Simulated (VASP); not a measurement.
A run of VASP 6.6.1 is set up as follows.

The input INCAR:

```
PREC = Accurate
ENCUT = 520
EDIFF = 1E-7
ISMEAR = -1
SIGMA = 0.05
LREAL = False
LASPH = True
NELM = 60
ALGO = Normal
ISIF = 2
LWAVE = False
LCHARG = False
GGA = PS
NBANDS = 28
```

Contents of KPOINTS:

```
Automatic mesh
0
Gamma
  4 4 4
```

The input POSCAR:

```
Zn3P
1.0
    3.9755180000      0.0000000000      0.0000000000
    0.0000000000      3.9755180000      0.0000000000
    0.0000000000      0.0000000000      3.9755180000
Zn P
3 1
Direct
    0.5000000000      0.5000000000      0.0000000000
    0.5000000000      0.0000000000      0.5000000000
    0.0000000000      0.5000000000      0.5000000000
    0.0000000000      0.0000000000      0.0000000000
```

Potentials or basis: VASP PAW PBE potentials, release 64 (Zn, P).

Command:

```sh
$ cat potpaw_PBE.64/Zn/POTCAR potpaw_PBE.64/P/POTCAR > POTCAR
$ mpirun -np 1 vasp_std > vasp.out
```

(1) Estimate the pressure.

## Answers

(1) -4.9 GPa.

Caveat: the k points lie up to 0.40 Å⁻¹ apart; the PAW data sets were made with another functional, which shifts forces and pressure a little.
